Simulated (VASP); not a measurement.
# ZnCu (R3m) in VASP: notebook

ZnCu is run at these levels: PBEsol; tasks: single point.

Everything below comes from runs of VASP 6.6.1. Logs are shortened: lines on timing, memory, paths and dates and some standing lists are left out, and cuts for length are marked.

## Step 1: The cell of the first run

It takes space group R3m (No. 160, trigonal). The conventional cell has a = 4.165 Å, b = 4.165 Å, c = 5.101 Å, α = 90.00°, β = 90.00°, γ = 120.00°. Within 3.3 Å of Zn (site symmetry 3m) lie 8 Cu at 2.50 to 2.60 Å and 6 Zn at 2.94 Å. Cu (site symmetry 3m) has 8 Zn at 2.50 to 2.60 Å and 6 Cu at 2.94 Å within 3.3 Å.

## Step 2: Single point, PBEsol

INCAR

```
ALGO = Fast
EDIFF = 1E-6
ENCUT = 520
GGA = PS
ISIF = 2
ISMEAR = 0
LASPH = T
LCHARG = T
LELF = T
LREAL = F
LVHAR = T
LWAVE = F
NBANDS = 18
NELM = 100
PREC = Accurate
SIGMA = 0.15
```

KPOINTS

```
k-points
0
Gamma
  16 16 16
```

POSCAR

```
ZnCu
1.0
    2.9450000000      0.0000000000      0.0000000000
    0.0000000000      2.9450000000      0.0000000000
    0.0000000000      0.0000000000      2.9450000000
Zn Cu
1 1
Direct
    0.5000000000      0.5000000000      0.5000000000
    0.0098022117      0.0098022117      0.0098022117
```

Potentials or basis: VASP PAW PBE potentials, release 64 (Zn, Cu).

The run is started by

```bash
$ cat potpaw_PBE.64/Zn/POTCAR potpaw_PBE.64/Cu/POTCAR > POTCAR
$ mpirun -np 1 vasp_std > vasp.out
```

OUTCAR:

```text
EDIFF = 1E-6
   ENCUT = 520
   GGA = PS
   ISIF = 2
   ISMEAR = 0
   LASPH = T
   LREAL = F
   NELM = 100
   PREC = Accurate

 ion  position               nearest neighbor table
   1  0.500  0.500  0.500-   2 2.50   2 2.53   2 2.53   2 2.53   2 2.57   2 2.57   2 2.57   2 2.60

   2  0.010  0.010  0.010-   1 2.50   1 2.53   1 2.53   1 2.53   1 2.57   1 2.57   1 2.57   1 2.60

  LATTYP: Found a simple cubic cell.
 ALAT       =     2.9450000000

  Lattice vectors:

 A1 = (   2.9450000000,   0.0000000000,   0.0000000000)
 A2 = (   0.0000000000,   2.9450000000,   0.0000000000)
 A3 = (   0.0000000000,   0.0000000000,   2.9450000000)

Analysis of symmetry for initial positions (statically):
=====================================================================
 Subroutine PRICEL returns:
 Original cell was already a primitive cell.

 Routine SETGRP: Setting up the symmetry group for a
 simple cubic supercell.

 Subroutine GETGRP returns: Found  6 space group operations
 (whereof  6 operations were pure point group operations)
 out of a pool of 48 trial point group operations.

The static configuration has the point symmetry C_3v.

Analysis of symmetry for dynamics (positions and initial velocities):
=====================================================================
 Subroutine PRICEL returns:
 Original cell was already a primitive cell.

 Routine SETGRP: Setting up the symmetry group for a
 simple cubic supercell.

 Subroutine GETGRP returns: Found  6 space group operations
 (whereof  6 operations were pure point group operations)
 out of a pool of 48 trial point group operations.

The dynamic configuration has the point symmetry C_3v.

 Subroutine INISYM returns: Found  6 space group operations
 (whereof  6 operations are pure point group operations),
 and found     1 'primitive' translations

----------------------------------------------------------------------------------------

                                     Primitive cell

  volume of cell :      25.5421

  direct lattice vectors                    reciprocal lattice vectors
     2.945000000  0.000000000  0.000000000     0.339558574  0.000000000  0.000000000
     0.000000000  2.945000000  0.000000000     0.000000000  0.339558574  0.000000000
     0.000000000  0.000000000  2.945000000     0.000000000  0.000000000  0.339558574

  length of vectors
     2.945000000  2.945000000  2.945000000     0.339558574  0.339558574  0.339558574

  position of ions in fractional coordinates (direct lattice)
     0.500000000  0.500000000  0.500000000
     0.009802212  0.009802212  0.009802212

  ion indices of the primitive-cell ions
   primitive index   ion index
                 1           1
                 2           2

----------------------------------------------------------------------------------------

 KPOINTS: k-points

Automatic generation of k-mesh.
 Grid dimensions read from file:
 generate k-points for:   16   16   16

 Generating k-lattice:

  Cartesian coordinates                     Fractional coordinates (reciprocal lattice)
     0.021222411  0.000000000  0.000000000     0.062500000  0.000000000  0.000000000
     0.000000000  0.021222411  0.000000000     0.000000000  0.062500000  0.000000000
     0.000000000  0.000000000  0.021222411     0.000000000  0.000000000  0.062500000

  Length of vectors
     0.021222411  0.021222411  0.021222411

  Shift w.r.t. Gamma in fractional coordinates (k-lattice)
     0.000000000  0.000000000  0.000000000

 Subroutine IBZKPT returns following result:
 ===========================================

 Found    417 irreducible k-points:

 Following reciprocal coordinates:
            Coordinates               Weight
  0.000000  0.000000  0.000000      1.000000
  0.062500  0.000000  0.000000      6.000000
  0.125000  0.000000  0.000000      6.000000
  0.187500  0.000000  0.000000      6.000000
  0.250000  0.000000  0.000000      6.000000
  0.312500  0.000000  0.000000      6.000000
[... 16 lines left out ...]
 -0.062500  0.437500  0.000000     12.000000
  0.500000  0.062500  0.000000     12.000000
 [... further k-points ...]
   k-points           NKPTS =    417   k-points in BZ     NKDIM =    417   number of bands    NBANDS=     18
   number of dos      NEDOS =    301   number of ions     NIONS =      2
   total plane-waves  NPLWV =  13824
   dimension x,y,z NGX =    24 NGY =   24 NGZ =   24
   dimension x,y,z NGXF=    48 NGYF=   48 NGZF=   48
   ions per type =               1   1
   NGX,Y,Z   is equivalent  to a cutoff of  13.55, 13.55, 13.55 a.u.
   NGXF,Y,Z  is equivalent  to a cutoff of  27.10, 27.10, 27.10 a.u.
 SYSTEM =  unknown system
   PREC   = accura    normal or accurate (medium, high low for compatibility)
   ISTART =      0    job   : 0-new  1-cont  2-samecut
   ICHARG =      2    charge: 1-file 2-atom 10-const
   ISPIN  =      1    spin polarized calculation?
   LNONCOLLINEAR =      F non collinear calculations
   LSORBIT =      F    spin-orbit coupling
   LASPH  =      T    aspherical Exc in radial PAW
   ENCUT  =  520.0 eV  38.22 Ry    6.18 a.u.   5.48  5.48  5.48*2*pi/ulx,y,z
   NELM   =    100;   NELMIN=  2; NELMDL= -5     # of ELM steps
   EDIFF  = 0.1E-05   stopping-criterion for ELM
   LREAL  =      F    real-space projection
   EDIFFG = 0.1E-04   stopping-criterion for IOM
   NSW    =      0    number of steps for IOM
   IBRION =     -1    ionic relax: 0-MD 1-quasi-New 2-CG
   NFREE  =      0    steps in history (QN), initial steepest desc. (CG)
   ISIF   =      2    stress and relaxation
   ISYM   =      2    0-nonsym 1-usesym 2-fastsym
   POTIM  = 0.5000    time-step for ionic-motion
   TEBEG  =    0.0;   TEEND  =   0.0 temperature during run
   PSTRESS=    0.0 pullay stress
   NELECT =      23.0000    total number of electrons
   NUPDOWN=      -1.0000    fix difference up-down
   EMIN   =  10.00;   EMAX   =-10.00  energy-range for DOS
   EFERMI =   0.00;   METHOD = LEGACY
   ISMEAR =     0;   SIGMA  =   0.15  broadening in eV -4-tet -1-fermi 0-gaus
   EFERMI_NEDOS =   21; number of points for ismear=-14 and -15
   IALGO  =     68    algorithm
   IMIX   =      4    mixing-type and parameters
     AMIX     =   0.40;   BMIX     =  1.00
     AMIX_MAG =   1.60;   BMIX_MAG =  1.00
  volume/ion in A,a.u.               =      12.77        86.18
  Fermi-wavevector in a.u.,A,eV,Ry     =   1.580880  2.987429 34.003415  2.499180
  Thomas-Fermi vector in A             =   2.681040
   LORBIT       =      0    0 simple, 1 ext, 2 COOP (PROOUT), +10 PAW based schemes
   GGA     = PS    functional components
   LHFCALC =     F    Hartree Fock is set to
   AEXX    =    0.0000 exact exchange contribution
   IVDW    =     0    specifies the selected vdW correction
   LEPSILON=     F    determine dielectric tensor
   LRPA    =     F    only Hartree local field effects (RPA)
 non-spin polarized calculation
 RMM-DIIS sequential band-by-band and
 Gauss-broadening in eV      SIGMA  =   0.15
  energy-cutoff  :      520.00
  volume of cell :       25.54
 maximum number of plane-waves:       715
 NGX is ok and might be reduce to    24
   NGX = 11   NGY = 11   NGZ = 11

 number of electron      22.9999971 magnetization

 Free energy of the ion-electron system (eV)
  ---------------------------------------------------
  ext. energy  EPLUGINS =         0.00000000
  ---------------------------------------------------
  free energy    TOTEN  =        -6.08082530 eV

  energy without entropy =       -6.07416051  energy(sigma->0) =       -6.07749291

 E-fermi :   5.3457     XC(G=0): -12.5651

 val. band max:        5.3185227061   @ k =   0.3125   0.1250   0.0625
 cond. band min:       5.3469003878   @ k =   0.4375   0.4375   0.3125
 fundamental gap:      0.0283776816
 Fermi energy:         5.3457071389

 k-point     1 :       0.0000    0.0000    0.0000
  band No.  band energies     occupation
      1      -5.0027      2.00000
      2      -2.4578      2.00000
      3      -2.4578      2.00000
      4      -1.7614      2.00000
      5      -1.7583      2.00000
      6      -1.7583      2.00000
[... 10 lines left out ...]
     17      17.6021      0.00000
     18      28.8091      0.00000

 k-point     2 :       0.0625    0.0000    0.0000
  band No.  band energies     occupation
      1      -4.9319      2.00000
      2      -2.4495      2.00000
      3      -2.4425      2.00000
      4      -1.7669      2.00000
      5      -1.7647      2.00000
      6      -1.7560      2.00000
[... 10 lines left out ...]
     17      18.0645      0.00000
     18      28.1452      0.00000

 k-point     3 :       0.1250    0.0000    0.0000
  band No.  band energies     occupation
      1      -4.7212      2.00000
      2      -2.4257      2.00000
      3      -2.3975      2.00000
      4      -1.7847      2.00000
      5      -1.7828      2.00000
      6      -1.7472      2.00000
[... 10 lines left out ...]
     17      19.7131      0.00000
     18      26.5127      0.00000

 k-point     4 :       0.1875    0.0000    0.0000
  band No.  band energies     occupation
      1      -4.3766      2.00000
      2      -2.3897      2.00000
      3      -2.3251      2.00000
      4      -1.8115      2.00000
      5      -1.8098      2.00000
      6      -1.7338      2.00000
[... 375 lines left out ...]
      4      -1.9219      2.00000
      5      -1.6929      2.00000
      6      -1.1519      2.00000
[... 10 lines left out ...]
     17      18.9416      0.00000
     18      20.1074      0.00000

 k-point    23 :      -0.0625    0.4375    0.0000
  band No.  band energies     occupation
      1      -2.5393      2.00000
      2      -2.2296      2.00000
      3      -1.9814      2.00000
      4      -1.9220      2.00000
      5      -1.6928      2.00000
      6      -1.1518      2.00000
[... 10 lines left out ...]
     17      18.9409      0.00000
     18      20.1220      0.00000

 k-point    24 :       0.5000    0.0625    0.0000
  band No.  band energies     occupation
      1      -2.4637      2.00000
      2      -2.2202      2.00000
      3      -1.9855      2.00000
      4      -1.9282      2.00000
      5      -1.6901      2.00000
      6      -0.6645      2.00000
[... 10 lines left out ...]
     17      19.2062      0.00000
     18      20.1861      0.00000

 [... further k-points ...]
[... 5 lines left out ...]
  --------------------------------------------------------------------------------------
  -------------------------------------------------------------------------------------
  Total       -0.5799272     -0.5799272     -0.5799272      0.0150788      0.0150788      0.0150788
  in kB      -36.3771078    -36.3771078    -36.3771078      0.9458508      0.9458508      0.9458508
  external PRESSURE =     -36.3771078 kB  Pullay stress =       0.0000000 kB

 VOLUME and BASIS-vectors are now :
 -----------------------------------------------------------------------------
  energy-cutoff  :      520.00
  volume of cell :       25.54
      direct lattice vectors                 reciprocal lattice vectors
     2.945000000  0.000000000  0.000000000     0.339558574  0.000000000  0.000000000
     0.000000000  2.945000000  0.000000000     0.000000000  0.339558574  0.000000000
     0.000000000  0.000000000  2.945000000     0.000000000  0.000000000  0.339558574

 POSITION                                       TOTAL-FORCE (eV/Angst)
 -----------------------------------------------------------------------------------
      1.47250      1.47250      1.47250         0.131076      0.131076      0.131076
      0.02887      0.02887      0.02887        -0.131076     -0.131076     -0.131076
 -----------------------------------------------------------------------------------
    total drift:                               -0.000996     -0.000996     -0.000991

  FREE ENERGIE OF THE ION-ELECTRON SYSTEM (eV)
  ---------------------------------------------------
  free  energy   TOTEN  =        -6.0808253024 eV

  energy  without entropy=       -6.0741605136  energy(sigma->0) =       -6.07749291
```

It took 2.1 min on 1 thread of AMD EPYC 9R45 (Zen 5), shared host; peak memory 0.27 GiB.

What came out:

```
Free energy            : -6.0808 eV
Pressure               : -3.6 GPa
Largest force          : 0.227 eV/Å
Band gap on the k mesh : zero (an odd number of electrons rules out a gap without spin polarisation)
```

Forces on the atoms (eV/Å):
```
Zn   0.131  0.131  0.131
Cu  -0.131 -0.131 -0.131
```

Caveat: the cell differs from its parent crystal (all Cu atoms moved -0.050 Å, as atom 2 towards its neighbour atom 1 (Zn) at 2.550 Å); the cell stands under tension; the PAW data sets were made with another functional, which shifts forces and pressure a little.

(Part 1 of 2 ends here.)

The gap in the log of VASP goes by the Fermi energy; the results here count the filled bands.